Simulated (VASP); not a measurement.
# Ag (Fmmm) in VASP: notebook

Runs on Ag. Level: PBE. Tasks: single point.

All numbers are computed with VASP 6.6.1; they aren't measurements. Logs are shortened: lines on timing, memory, paths and dates and some standing lists are left out, and cuts for length are marked.

## Step 1: The cell of the first run

It takes space group Fmmm (No. 69, orthorhombic). Conventional cell: a = 3.311 Å, b = 4.332 Å, c = 5.034 Å, α = 90.00°, β = 90.00°, γ = 90.00°. Within 3.6 Å of Ag (site symmetry mmm) lie 14 Ag at 2.73 to 3.32 Å.

## Step 2: Single point, PBE (strain -0.1500 x Voigt [0, 0, 0, 1, 0, 0])

Contents of INCAR:

```
ALGO = Fast
EDIFF = 1E-6
ENCUT = 520
GGA = PE
ISIF = 2
ISMEAR = 0
LASPH = True
LCHARG = False
LREAL = False
LWAVE = False
NBANDS = 12
NELM = 80
PREC = Accurate
SIGMA = 0.15
```

Contents of KPOINTS:

```
k-points
0
Gamma
  20 20 20
```

Contents of POSCAR:

```
Ag
1.0
   -1.6556540000      1.5314799500      1.5314799500
    1.6556540000     -1.7798280500      1.7798280500
    1.6556540000      1.7798280500     -1.7798280500
Ag
1
Direct
    0.0000000000      0.0000000000      0.0000000000
```

Potentials or basis: VASP PAW PBE potentials, release 64 (Ag).

Command:

```console
> cat potpaw_PBE.64/Ag/POTCAR > POTCAR
> mpirun -np 1 vasp_std > vasp.out
```

OUTCAR:

```text
EDIFF = 1E-6
   ENCUT = 520
   GGA = PE
   ISIF = 2
   ISMEAR = 0
   LASPH = True
   LREAL = False
   NELM = 80
   PREC = Accurate

 ion  position               nearest neighbor table
   1  0.000  0.000  0.000-

  LATTYP: Found a face centered orthorhombic cell.
 ALAT       =     3.3113080000
 B/A-ratio  =     1.3081475452
 C/A-ratio  =     1.5202795796

  Lattice vectors:

 A1 = (   0.0000000000,  -0.2483481000,   3.3113080000)
 A2 = (   1.6556540000,  -1.7798280500,   1.7798280500)
 A3 = (   1.6556540000,   1.5314799500,   1.5314799500)

Analysis of symmetry for initial positions (statically):
=====================================================================
 Subroutine PRICEL returns:
 Original cell was already a primitive cell.

 Routine SETGRP: Setting up the symmetry group for a
 face centered orthorhombic supercell.

 Subroutine GETGRP returns: Found  8 space group operations
 (whereof  8 operations were pure point group operations)
 out of a pool of  8 trial point group operations.

The static configuration has the point symmetry D_2h.

Analysis of symmetry for dynamics (positions and initial velocities):
=====================================================================
 Subroutine PRICEL returns:
 Original cell was already a primitive cell.

 Routine SETGRP: Setting up the symmetry group for a
 face centered orthorhombic supercell.

 Subroutine GETGRP returns: Found  8 space group operations
 (whereof  8 operations were pure point group operations)
 out of a pool of  8 trial point group operations.

The dynamic configuration has the point symmetry D_2h.

 Subroutine INISYM returns: Found  8 space group operations
 (whereof  8 operations are pure point group operations),
 and found     1 'primitive' translations

----------------------------------------------------------------------------------------

                                     Primitive cell

  volume of cell :      18.0517

  direct lattice vectors                    reciprocal lattice vectors
    -1.655654000  1.531479950  1.531479950     0.000000000  0.326481584  0.326481584
     1.655654000 -1.779828050  1.779828050     0.301995465  0.022777785  0.303703799
     1.655654000  1.779828050 -1.779828050     0.301995465  0.303703799  0.022777785

  length of vectors
     2.726178982  3.012767157  3.012767157     0.461714684  0.428901021  0.428901021

  position of ions in fractional coordinates (direct lattice)
     0.000000000  0.000000000  0.000000000

  ion indices of the primitive-cell ions
   primitive index   ion index
                 1           1

----------------------------------------------------------------------------------------

 KPOINTS: k-points

Automatic generation of k-mesh.
 Grid dimensions read from file:
 generate k-points for:   20   20   20

 Generating k-lattice:

  Cartesian coordinates                     Fractional coordinates (reciprocal lattice)
     0.000000000  0.016324079  0.016324079     0.050000000  0.000000000  0.000000000
     0.015099773  0.001138889  0.015185190    -0.000000000  0.050000000  0.000000000
     0.015099773  0.015185190  0.001138889    -0.000000000  0.000000000  0.050000000

  Length of vectors
     0.023085734  0.021445051  0.021445051

  Shift w.r.t. Gamma in fractional coordinates (k-lattice)
     0.000000000  0.000000000  0.000000000

 Subroutine IBZKPT returns following result:
 ===========================================

 Found   1166 irreducible k-points:

 Following reciprocal coordinates:
            Coordinates               Weight
  0.000000  0.000000  0.000000      1.000000
  0.050000  0.000000  0.000000      2.000000
  0.100000  0.000000  0.000000      2.000000
  0.150000  0.000000  0.000000      2.000000
  0.200000  0.000000  0.000000      2.000000
  0.250000  0.000000  0.000000      2.000000
[... 16 lines left out ...]
  0.050000  0.100000 -0.000000      8.000000
  0.100000  0.100000 -0.000000      8.000000
 [... further k-points ...]
   k-points           NKPTS =   1166   k-points in BZ     NKDIM =   1166   number of bands    NBANDS=     12
   number of dos      NEDOS =    301   number of ions     NIONS =      1
   total plane-waves  NPLWV =  11520
   dimension x,y,z NGX =    20 NGY =   24 NGZ =   24
   dimension x,y,z NGXF=    40 NGYF=   48 NGZF=   48
   ions per type =               1
   NGX,Y,Z   is equivalent  to a cutoff of  12.20, 13.24, 13.24 a.u.
   NGXF,Y,Z  is equivalent  to a cutoff of  24.39, 26.49, 26.49 a.u.
 SYSTEM =  unknown system
   PREC   = accura    normal or accurate (medium, high low for compatibility)
   ISTART =      0    job   : 0-new  1-cont  2-samecut
   ICHARG =      2    charge: 1-file 2-atom 10-const
   ISPIN  =      1    spin polarized calculation?
   LNONCOLLINEAR =      F non collinear calculations
   LSORBIT =      F    spin-orbit coupling
   LASPH  =      T    aspherical Exc in radial PAW
   ENCUT  =  520.0 eV  38.22 Ry    6.18 a.u.   5.07  5.60  5.60*2*pi/ulx,y,z
   NELM   =     80;   NELMIN=  2; NELMDL= -5     # of ELM steps
   EDIFF  = 0.1E-05   stopping-criterion for ELM
   LREAL  =      F    real-space projection
   EDIFFG = 0.1E-04   stopping-criterion for IOM
   NSW    =      0    number of steps for IOM
   IBRION =     -1    ionic relax: 0-MD 1-quasi-New 2-CG
   NFREE  =      0    steps in history (QN), initial steepest desc. (CG)
   ISIF   =      2    stress and relaxation
   ISYM   =      2    0-nonsym 1-usesym 2-fastsym
   POTIM  = 0.5000    time-step for ionic-motion
   TEBEG  =    0.0;   TEEND  =   0.0 temperature during run
   PSTRESS=    0.0 pullay stress
   NELECT =      11.0000    total number of electrons
   NUPDOWN=      -1.0000    fix difference up-down
   EMIN   =  10.00;   EMAX   =-10.00  energy-range for DOS
   EFERMI =   0.00;   METHOD = LEGACY
   ISMEAR =     0;   SIGMA  =   0.15  broadening in eV -4-tet -1-fermi 0-gaus
   EFERMI_NEDOS =   21; number of points for ismear=-14 and -15
   IALGO  =     68    algorithm
   IMIX   =      4    mixing-type and parameters
     AMIX     =   0.40;   BMIX     =  1.00
     AMIX_MAG =   1.60;   BMIX_MAG =  1.00
  volume/ion in A,a.u.               =      18.05       121.82
  Fermi-wavevector in a.u.,A,eV,Ry     =   1.387925  2.622798 26.209400  1.926337
  Thomas-Fermi vector in A             =   2.512100
   LORBIT       =      0    0 simple, 1 ext, 2 COOP (PROOUT), +10 PAW based schemes
   GGA     = PE    functional components
   LHFCALC =     F    Hartree Fock is set to
   AEXX    =    0.0000 exact exchange contribution
   IVDW    =     0    specifies the selected vdW correction
   LEPSILON=     F    determine dielectric tensor
   LRPA    =     F    only Hartree local field effects (RPA)
 non-spin polarized calculation
 RMM-DIIS sequential band-by-band and
 Gauss-broadening in eV      SIGMA  =   0.15
  energy-cutoff  :      520.00
  volume of cell :       18.05
 maximum number of plane-waves:       502
   NGX = 11   NGY = 11   NGZ = 11

 number of electron      11.0000002 magnetization

 Free energy of the ion-electron system (eV)
  ---------------------------------------------------
  ext. energy  EPLUGINS =         0.00000000
  ---------------------------------------------------
  free energy    TOTEN  =        -2.62301156 eV

  energy without entropy =       -2.62051394  energy(sigma->0) =       -2.62176275

 E-fermi :   7.7298     XC(G=0): -11.8601

 val. band max:        7.7281525906   @ k =  -0.4500   0.3500   0.2000
 cond. band min:       7.7326693930   @ k =   0.3500  -0.2500   0.2500
 fundamental gap:      0.0045168025
 Fermi energy:         7.7298443183

 k-point     1 :       0.0000    0.0000    0.0000
  band No.  band energies     occupation
      1       0.3085      2.00000
      2       2.3179      2.00000
      3       2.7808      2.00000
      4       3.4711      2.00000
      5       4.1990      2.00000
      6       4.3330      2.00000
      7      23.5026      0.00000
      8      25.5875      0.00000
      9      26.3810      0.00000
     10      29.5501      0.00000
     11      29.8219      0.00000
     12      30.8098      0.00000

 k-point     2 :       0.0500    0.0000    0.0000
  band No.  band energies     occupation
      1       0.4052      2.00000
      2       2.3776      2.00000
      3       2.8023      2.00000
      4       3.4438      2.00000
      5       4.1880      2.00000
      6       4.2819      2.00000
      7      23.6195      0.00000
      8      25.6031      0.00000
      9      26.2469      0.00000
     10      28.5901      0.00000
     11      29.9674      0.00000
     12      30.3185      0.00000

 k-point     3 :       0.1000    0.0000    0.0000
  band No.  band energies     occupation
      1       0.6883      2.00000
      2       2.5541      2.00000
      3       2.8659      2.00000
      4       3.3654      2.00000
      5       4.1421      2.00000
      6       4.1572      2.00000
      7      23.9337      0.00000
      8      25.6456      0.00000
      9      25.8745      0.00000
     10      27.2000      0.00000
     11      29.1646      0.00000
     12      30.2847      0.00000
[... 286 lines left out ...]
 k-point    23 :       0.0500    0.1000   -0.0000
  band No.  band energies     occupation
      1       0.8865      2.00000
      2       2.5109      2.00000
      3       2.9585      2.00000
      4       3.3811      2.00000
      5       4.0923      2.00000
      6       4.2110      2.00000
      7      23.5690      0.00000
      8      24.1398      0.00000
      9      25.5930      0.00000
     10      27.7316      0.00000
     11      28.9580      0.00000
     12      30.0059      0.00000

 k-point    24 :       0.1000    0.1000   -0.0000
  band No.  band energies     occupation
      1       1.3010      2.00000
      2       2.6572      2.00000
      3       3.1432      2.00000
      4       3.3134      2.00000
      5       3.9441      2.00000
      6       4.1734      2.00000
      7      23.0507      0.00000
      8      24.1497      0.00000
      9      24.9946      0.00000
     10      27.0081      0.00000
     11      27.6433      0.00000
     12      29.8637      0.00000

 [... further k-points ...]

------------------------ aborting loop because EDIFF is reached ----------------------------------------

  FORCE on cell =-STRESS in cart. coord.  units (eV):
  Direction    XX          YY          ZZ          XY          YZ          ZX
  --------------------------------------------------------------------------------------
  -------------------------------------------------------------------------------------
  Total        0.2999749      0.1378410      0.1378410     -0.0000000      0.9048094      0.0000000
  in kB       26.6242031     12.2340489     12.2340489     -0.0000000     80.3061404      0.0000000
  external PRESSURE =      17.0307670 kB  Pullay stress =       0.0000000 kB

 VOLUME and BASIS-vectors are now :
 -----------------------------------------------------------------------------
  energy-cutoff  :      520.00
  volume of cell :       18.05
      direct lattice vectors                 reciprocal lattice vectors
    -1.655654000  1.531479950  1.531479950     0.000000000  0.326481584  0.326481584
     1.655654000 -1.779828050  1.779828050     0.301995465  0.022777785  0.303703799
     1.655654000  1.779828050 -1.779828050     0.301995465  0.303703799  0.022777785

 POSITION                                       TOTAL-FORCE (eV/Angst)
 -----------------------------------------------------------------------------------
      0.00000      0.00000      0.00000         0.000000      0.000000      0.000000
 -----------------------------------------------------------------------------------
    total drift:                               -0.000000      0.000000     -0.000000

  FREE ENERGIE OF THE ION-ELECTRON SYSTEM (eV)
  ---------------------------------------------------
  free  energy   TOTEN  =        -2.6230115646 eV

  energy  without entropy=       -2.6205139389  energy(sigma->0) =       -2.62176275
```

Wall time 4.5 min (1 thread of Intel Xeon 8259CL, shared host); peak memory 0.34 GiB.

Results:

- Free energy: -2.6230 eV
- Pressure: 1.7 GPa
- Band gap on the k mesh: zero (an odd number of electrons rules out a gap without spin polarisation)

Levels at points of the mesh, in eV from the Fermi level:
| k point | band 3 | band 4 | band 5 | band 6 | band 7 | band 8 |
| --- | --- | --- | --- | --- | --- | --- |
| (0.00, 0.00, 0.00) | -4.95 | -4.26 | -3.53 | -3.40 | 15.77 | 17.86 |
| (0.50, 0.00, 0.00) | -3.84 | -3.73 | -2.31 | 1.02 | 5.45 | 12.32 |
| (0.00, 0.50, 0.00) | -3.60 | -3.46 | -2.71 | 0.04 | 3.87 | 11.66 |
| (0.00, 0.50, 0.50) | -3.35 | -3.19 | -2.89 | -0.75 | 2.31 | 14.02 |
| (0.50, 0.50, 0.50) | -3.34 | -2.92 | -2.40 | 6.65 | 6.66 | 7.11 |

Caveat: the cell differs from its parent crystal (strain -0.1500 x Voigt [0, 0, 0, 1, 0, 0]).

## Step 3: Single point, PBE (strain +0.1125 x Voigt [0, 0, 0, 1, 0, 0])

Contents of INCAR:

```
PREC     = Accurate       # precision mode
ENCUT    = 520            # plane-wave cutoff, eV
EDIFF    = 1E-6           # SCF threshold, eV
ISMEAR   = 0              # smearing method
SIGMA    = 0.15           # smearing width, eV
LREAL    = F              # projectors in reciprocal space
LASPH    = T              # aspherical terms in the spheres
NELM     = 60             # most SCF steps
ALGO     = Fast           # electronic algorithm
ISIF     = 2              # what is computed and relaxed
LWAVE    = F              # write WAVECAR
LCHARG   = F              # write CHGCAR
GGA      = PE             # functional
NBANDS   = 12             # bands
```

Contents of KPOINTS:

```
Automatic mesh
0
Gamma
  20 20 20
```

Contents of POSCAR:

```
Ag
1.0
   -1.6556540000      1.7487845375      1.7487845375
    1.6556540000     -1.5625234625      1.5625234625
    1.6556540000      1.5625234625     -1.5625234625
Ag
1
Direct
    0.0000000000      0.0000000000      0.0000000000
```

Potentials or basis: VASP PAW PBE potentials, release 64 (Ag).

Command:

```console
> cat potpaw_PBE.64/Ag/POTCAR > POTCAR
> mpirun -np 1 vasp_std > vasp.out
```

Run time: 3.7 min. Hardware: 1 thread of Intel Xeon 8259CL, shared host; peak memory 0.35 GiB.

It converged, with:

```
Free energy            : -2.6523 eV
Pressure               : 0.5 GPa
Band gap on the k mesh : zero (an odd number of electrons rules out a gap without spin polarisation)
```

Stress tensor (GPa, compression positive):
```
 1.07  0.00  0.00
 0.00  0.25 -5.67
 0.00 -5.67  0.25
```

Levels at points of the mesh, in eV from the Fermi level:
| k point | band 2 | band 3 | band 4 | band 5 | band 6 | band 7 | band 8 | band 9 | band 10 | band 11 |
| --- | --- | --- | --- | --- | --- | --- | --- | --- | --- | --- |
| (0.00, 0.00, 0.00) | -5.24 | -4.87 | -4.37 | -3.54 | -3.47 | 16.34 | 17.78 | 18.45 | 21.95 | 22.62 |
| (0.50, 0.00, 0.00) | -5.75 | -3.43 | -3.25 | -2.84 | -0.58 | 2.64 | 13.75 | 14.82 | 20.02 | 20.86 |
| (0.00, 0.50, 0.00) | -5.53 | -3.59 | -3.47 | -2.69 | 0.03 | 3.81 | 12.05 | 15.13 | 18.33 | 21.38 |
| (0.00, 0.50, 0.50) | -5.30 | -3.73 | -3.71 | -2.41 | 0.74 | 4.99 | 12.49 | 13.02 | 18.44 | 19.78 |
| (0.50, 0.50, 0.50) | -6.04 | -3.22 | -2.90 | -2.53 | 6.62 | 6.66 | 6.96 | 12.09 | 12.98 | 13.02 |

Caveat: the cell differs from its parent crystal (strain +0.1125 x Voigt [0, 0, 0, 1, 0, 0]).

## Step 4: Single point, PBE (strain +0.1312 x Voigt [0, 0, 0, 1, 0, 0])

Contents of INCAR:

```
SYSTEM = Ag
ALGO = Fast ; EDIFF = 1E-6
ENCUT = 520 ; GGA = PE
ISIF = 2 ; ISMEAR = 0
LASPH = .True. ; LCHARG = .False.
LREAL = .False. ; LWAVE = .False.
NBANDS = 12 ; NELM = 80
PREC = Accurate ; SIGMA = 0.15
```

Contents of KPOINTS:

```
k-points
0
Gamma
  20 20 20
  0 0 0
```

Contents of POSCAR:

```
Ag
1.0
   -1.6556540000      1.7642649024      1.7642649024
    1.6556540000     -1.5470430976      1.5470430976
    1.6556540000      1.5470430976     -1.5470430976
Ag
1
Direct
    0.0000000000      0.0000000000      0.0000000000
```

Command:

```console
> cat potpaw_PBE.64/Ag/POTCAR > POTCAR
> mpirun -np 1 vasp_std > vasp.out
```

Wall time 2.7 min (1 thread of Intel Xeon 8259CL, shared host); peak memory 0.34 GiB.

The run converged. Its results:

| Quantity | Value |
| --- | --- |
| Free energy | -2.6390 eV |
| Pressure | 1.1 GPa |
| Band gap on the k mesh | zero (an odd number of electrons rules out a gap without spin polarisation) |

Stress tensor (GPa, compression positive):
```
 1.80  0.00  0.00
 0.00  0.69 -6.85
 0.00 -6.85  0.69
```

Levels at points of the mesh, in eV from the Fermi level:
```
           k point  band 3  band 4  band 5  band 6  band 7  band 8
(0.00, 0.00, 0.00)   -4.91   -4.32   -3.54   -3.43   16.06   17.82
(0.50, 0.00, 0.00)   -3.39   -3.22   -2.87   -0.67    2.47   13.88
(0.00, 0.50, 0.00)   -3.59   -3.47   -2.70    0.03    3.84   11.85
(0.00, 0.50, 0.50)   -3.79   -3.72   -2.36    0.88    5.22   12.40
(0.50, 0.50, 0.50)   -3.28   -2.91   -2.47    6.63    6.65    7.03
```

Caveat: the cell differs from its parent crystal (strain +0.1312 x Voigt [0, 0, 0, 1, 0, 0]).

[end of part 1 of 2]
